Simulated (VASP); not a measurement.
## SiC: single point with B3LYP5

The system is SiC.

```
Si C
1.0
     3.07600    0.00000    0.00000
    -1.53800    2.66389    0.00000
     0.00000    0.00000    5.04800
Si C
2 2
Direct
  0.66667 0.33333 0.50000
  0.33333 0.66667 0.00000
  0.66667 0.33333 0.88500
  0.33333 0.66667 0.38500
```

```
Program             : VASP 6.6.1
Task                : single point
Functional          : B3LYP5
Potentials or basis : VASP PAW PBE potentials, release 64 (Si, C)
Cutoff              : 520 eV
k mesh              : 6 × 6 × 3
Occupations         : fermi-dirac, width 0.05 eV
Spin                : no spin polarisation
```

```json
{"Pressure": "3.6 GPa", "Largest force": "0.777 eV/Å", "Band gap on the k mesh": "3.97 eV (least direct gap 5.84 eV)"}
```

Forces in eV/Å, atoms in the order of the input:
```
Si   0.000  0.000  0.777
Si   0.000  0.000  0.777
C    0.000  0.000 -0.777
C    0.000  0.000 -0.777
```

Stress tensor (GPa, compression positive):
```
4.89 0.00 0.00
0.00 4.89 0.00
0.00 0.00 1.04
```

Levels at points of the mesh, in eV from the valence-band top:
```tsv
k point	band 4	band 5	band 6	band 7	band 8	band 9	band 10	band 11	band 12	band 13
(0.00, 0.00, 0.00)	-1.70	-1.70	-0.32	-0.32	0.00	6.29	7.80	8.18	8.18	9.30
(0.50, 0.00, 0.00)	-7.05	-5.76	-3.80	-3.34	-1.64	4.21	5.86	8.49	8.99	11.57
```

Run time: 11 min on 1 thread of Intel(R) Xeon(R) Platinum 8259CL CPU @ 2.50GHz (Skylake/Cascade Lake), with other jobs on the host, peak memory 0.17 GiB.

Caveat: the cell stands under pressure; the PAW data sets were made with another functional, which shifts forces and pressure a little; an odd mesh through Γ misses points on the zone boundary, where band edges can lie.
